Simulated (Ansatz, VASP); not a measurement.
**Sr2AlO in VASP and in Ansatz**

The input INCAR:

```
  PREC = Accurate
  ENCUT = 600
  EDIFF = 1E-7
  ISMEAR = 0
  SIGMA = 0.1
  LREAL = F
  LASPH = T
  NELM = 60
  ALGO = Normal
  ISIF = 3
  LWAVE = F
  LCHARG = F
  GGA = PE
  IBRION = 2
  NSW = 90
  EDIFFG = -0.04
```

KPOINTS

```
Automatic mesh
0
Gamma
  6 6 4
```

Contents of POSCAR:

```
Sr2AlO
1.0
    3.6582383400      0.0000000000      0.0000000000
    0.0000000000      3.6582383400      0.0000000000
    0.0000000000      0.0000000000      5.1674664500
Sr Al O
2 1 1
Direct
    0.0000000000      0.0000000000      0.5000000000
    0.5000000000      0.5000000000      0.0000000000
    0.0000000000      0.0000000000      0.0000000000
    0.5000000000      0.5000000000      0.5000000000
```

Input for Ansatz:

```yaml
crystal:
  lattice:
    - [3.65823834, 0.0, 0.0]
    - [0.0, 3.65823834, 0.0]
    - [0.0, 0.0, 5.16746645]
  atoms:
    - { symbol: Sr, position: [0.0, 0.0, 0.5] }
    - { symbol: Sr, position: [0.5, 0.5, 0.0] }
    - { symbol: Al, position: [0.0, 0.0, 0.0] }
    - { symbol: O, position: [0.5, 0.5, 0.5] }
basis:
  ecutwfc: 420
kpoints:
  mp_grid: { grid: [6, 6, 4] }
hamiltonian:
  xc: pbe
scf:
  occupations: { method: gaussian, width: 0.1 }
  lower_state_search: "off"
output:
  forces: true
  stress: true
  eigenvalues: true
relax:
  adjacent_minimum: "off"
  f_tol: 0.04
  max_steps: 70
  cell: { stress_tol: 0.4 }
```

Change from the starting cell: species swapped into the HfTiN2 type (P4/mmm, No. 123).

Alike in both runs: task relaxation of cell and atoms; functional PBE; k mesh 6 × 6 × 4; occupations gaussian, width 0.1 eV; no spin polarisation.

```csv
,VASP,Ansatz
version,VASP 6.6.1,Ansatz 0.2.0
potentials or method,"VASP PAW PBE potentials, release 64 (Sr_sv, Al, O), cutoff 600 eV","scalar-relativistic, plane waves, PAW"
valence electrons in the cell,29,29
```

Ansatz gave:

```
gap on the k mesh at the Fermi level, each at its own relaxed structure (eV) : none
relaxed volume (Å³/atom)                                                     : 27.80
relaxed cell length with the largest relative difference (Å)                 : 4.256
```

Problem. What did VASP give for the same quantities?

Solution. gap on the k mesh at the Fermi level, each at its own relaxed structure (eV): none; relaxed volume (Å³/atom): 27.64; relaxed cell length with the largest relative difference (Å): 4.247.

A gap of «none» marks a metal or a gap that the smearing closes.

Noted on VASP's run: the volume moved by over 15 % at a fixed basis, so the end points are rough.
